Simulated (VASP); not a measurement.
# Nb (Im-3m) in VASP: a series of runs, part 2 of 2

VASP 6.6.1.

## (4) Single point, BLYP, collinear spin, ferromagnetic start (volume scaled by 1.08)

The input, INCAR:

```
PREC = Accurate ; ENCUT = 520
EDIFF = 1E-6 ; ISMEAR = -1
SIGMA = 0.05 ; LREAL = False
LASPH = True ; NELM = 150
ALGO = Normal ; ISIF = 2
LWAVE = False ; LCHARG = False
ISPIN = 2 ; MAGMOM = 1
LORBIT = 11 ; LMAXMIX = 4
GGA = B5 ; ALDAX = 1.0
AGGAX = 1.0 ; AGGAC = 1.0
ALDAC = 0.0 ; NBANDS = 16
```

The input, KPOINTS:

```
Automatic mesh
0
Gamma
  22 22 22
```

The input, POSCAR:

```
Nb
1.0
   -1.7181351399      1.7181351399      1.7181351399
    1.7181351399     -1.7181351399      1.7181351399
    1.7181351399      1.7181351399     -1.7181351399
Nb
1
Direct
    0.0000000000      0.0000000000      0.0000000000
```

Potentials or basis: VASP PAW PBE potentials, release 64 (Nb_sv).

On the command line:

```console
cat potpaw_PBE.64/Nb_sv/POTCAR > POTCAR
mpirun -np 1 vasp_std > vasp.out
```

OUTCAR:

```text
PREC = Accurate
   ENCUT = 520
   EDIFF = 1E-6
   ISMEAR = -1
   LREAL = False
   LASPH = True
   NELM = 150
   ISIF = 2
   ISPIN = 2
   LORBIT = 11
   GGA = B5

 ion  position               nearest neighbor table
   1  0.000  0.000  0.000-

  LATTYP: Found a body centered cubic cell.
 ALAT       =     3.4362702798

  Lattice vectors:

 A1 = (  -1.7181351399,   1.7181351399,   1.7181351399)
 A2 = (   1.7181351399,  -1.7181351399,   1.7181351399)
 A3 = (   1.7181351399,   1.7181351399,  -1.7181351399)

Analysis of symmetry for initial positions (statically):
=====================================================================
 Subroutine PRICEL returns:
 Original cell was already a primitive cell.

 Routine SETGRP: Setting up the symmetry group for a
 body centered cubic supercell.

 Subroutine GETGRP returns: Found 48 space group operations
 (whereof 48 operations were pure point group operations)
 out of a pool of 48 trial point group operations.

The static configuration has the point symmetry O_h .

Analysis of symmetry for dynamics (positions and initial velocities):
=====================================================================
 Subroutine PRICEL returns:
 Original cell was already a primitive cell.

 Routine SETGRP: Setting up the symmetry group for a
 body centered cubic supercell.

 Subroutine GETGRP returns: Found 48 space group operations
 (whereof 48 operations were pure point group operations)
 out of a pool of 48 trial point group operations.

The dynamic configuration has the point symmetry O_h .

Analysis of structural, dynamic, and magnetic symmetry:
=====================================================================
 Subroutine PRICEL returns:
 Original cell was already a primitive cell.

 Routine SETGRP: Setting up the symmetry group for a
 body centered cubic supercell.

 Subroutine GETGRP returns: Found 48 space group operations
 (whereof 48 operations were pure point group operations)
 out of a pool of 48 trial point group operations.
[... 135 lines left out ...]
   NGX = 11   NGY = 11   NGZ = 11

 number of electron      13.0000001 magnetization      -0.0000954

 number of electron      13.0000001 magnetization       0.0003244

 Free energy of the ion-electron system (eV)
  ---------------------------------------------------
  ext. energy  EPLUGINS =         0.00000000
  ---------------------------------------------------
  free energy    TOTEN  =        -8.81396537 eV

  energy without entropy =       -8.79915136  energy(sigma->0) =       -8.80655837

 E-fermi :  10.1362     XC(G=0): -11.2956

 val. band max:       10.1318817227   @ k =   0.3636   0.2273   0.0000
 cond. band min:      10.1395463128   @ k =  -0.1364   0.1364   0.0455
 fundamental gap:      0.0076645901
 Fermi energy:        10.1361659969

 spin component 1

 k-point     1 :       0.0000    0.0000    0.0000
  band No.  band energies     occupation
      1     -44.2823      1.00000
      2     -19.9067      1.00000
      3     -19.9067      1.00000
      4     -19.9067      1.00000
      5       4.6177      1.00000
      6      10.4326      0.00265
[... 435 lines left out ...]
      5       5.8932      1.00000
      6       9.8555      0.99636
[... 8 lines left out ...]
     15      31.1355      0.00000
     16      32.7553      0.00000

 [... further k-points ...]

 spin component 2

 k-point     1 :       0.0000    0.0000    0.0000
  band No.  band energies     occupation
      1     -44.2811      1.00000
      2     -19.9060      1.00000
      3     -19.9060      1.00000
      4     -19.9060      1.00000
      5       4.6185      1.00000
      6      10.4329      0.00264
[... 435 lines left out ...]
      5       5.8939      1.00000
      6       9.8558      0.99634
[... 8 lines left out ...]
     15      31.1360      0.00000
     16      32.7555      0.00000

 [... further k-points ...]

------------------------ aborting loop because EDIFF is reached ----------------------------------------

  FORCE on cell =-STRESS in cart. coord.  units (eV):
  Direction    XX          YY          ZZ          XY          YZ          ZX
  --------------------------------------------------------------------------------------
  -------------------------------------------------------------------------------------
  Total       -1.2860819     -1.2860819     -1.2860819     -0.0000000     -0.0000000      0.0000000
  in kB     -101.5657477   -101.5657477   -101.5657477     -0.0000000     -0.0000000      0.0000000
  external PRESSURE =    -101.5657477 kB  Pullay stress =       0.0000000 kB

 VOLUME and BASIS-vectors are now :
 -----------------------------------------------------------------------------
  energy-cutoff  :      520.00
  volume of cell :       20.29
      direct lattice vectors                 reciprocal lattice vectors
    -1.718135140  1.718135140  1.718135140     0.000000000  0.291013197  0.291013197
     1.718135140 -1.718135140  1.718135140     0.291013197  0.000000000  0.291013197
     1.718135140  1.718135140 -1.718135140     0.291013197  0.291013197  0.000000000

 POSITION                                       TOTAL-FORCE (eV/Angst)
 -----------------------------------------------------------------------------------
      0.00000      0.00000      0.00000        -0.000000     -0.000000      0.000000
 -----------------------------------------------------------------------------------
    total drift:                                0.000000      0.000000      0.000000

  FREE ENERGIE OF THE ION-ELECTRON SYSTEM (eV)
  ---------------------------------------------------
  free  energy   TOTEN  =        -8.8139653750 eV

  energy  without entropy=       -8.7991513584  energy(sigma->0) =       -8.80655837

 total charge

# of ion       s       p       d       tot
------------------------------------------
    1        2.204   5.975   2.459  10.639

 magnetization (x)

# of ion       s       p       d       tot
------------------------------------------
    1        0.000   0.000   0.000   0.000
```

stdout:

```text
POSCAR found type information on POSCAR Nb
 POSCAR found :  1 types and       1 ions
 scaLAPACK will be used
 -----------------------------------------------------------------------------
|                                                                             |
|                                                                             |
|     You enforced a specific xc type in the INCAR file but a different       |
|     I HOPE YOU KNOW WHAT YOU ARE DOING!                                     |
|                                                                             |
 -----------------------------------------------------------------------------

 LDA part: xc-table for (Slater(with rela. corr.)+VWN5), standard interpolation
 POSCAR, INCAR and KPOINTS ok, starting setup
 FFT: planning ... GRIDC
 FFT: planning ... GRID_SOFT
 FFT: planning ... GRID
 WAVECAR not read
 entering main loop
```

Run time: 3.2 min. Hardware: 1 thread of Intel Xeon 8259CL, shared host; peak memory 0.27 GiB.

What came out:

| Item | Value |
| --- | --- |
| Free energy | -8.8140 eV |
| Pressure | -10.2 GPa |
| Net moment | 0.00 μB per cell |
| Valence electrons inside the program's atomic spheres | Nb 10.64 |

Caveat: the PAW data sets were made with another functional, which shifts forces and pressure a little.

## (5) The runs side by side

```csv
spin,cell,k mesh,gap on the mesh (eV),pressure (GPa),moment (μB)
"non-collinear, typed start, SOC","a = 2.901 Å, angles 109.5°, 1 atom",13 × 13 × 13,-,-0.1,0.00
"collinear, ferromagnetic start","a = 2.939 Å, angles 109.5°, 1 atom",22 × 22 × 22,none,-5.4,0.00
"collinear, ferromagnetic start","a = 2.976 Å, angles 109.5°, 1 atom",22 × 22 × 22,none,-10.2,0.00
```

Alike in all rows: task single point; level BLYP; potentials or basis VASP PAW PBE potentials, release 64 (Nb_sv); cutoff (eV) 520; smearing fermi-dirac 0.05 eV.

Caveats: the PAW data sets were made with another functional, which shifts forces and pressure a little.

Absolute energies hang on the potentials; compare differences alone.
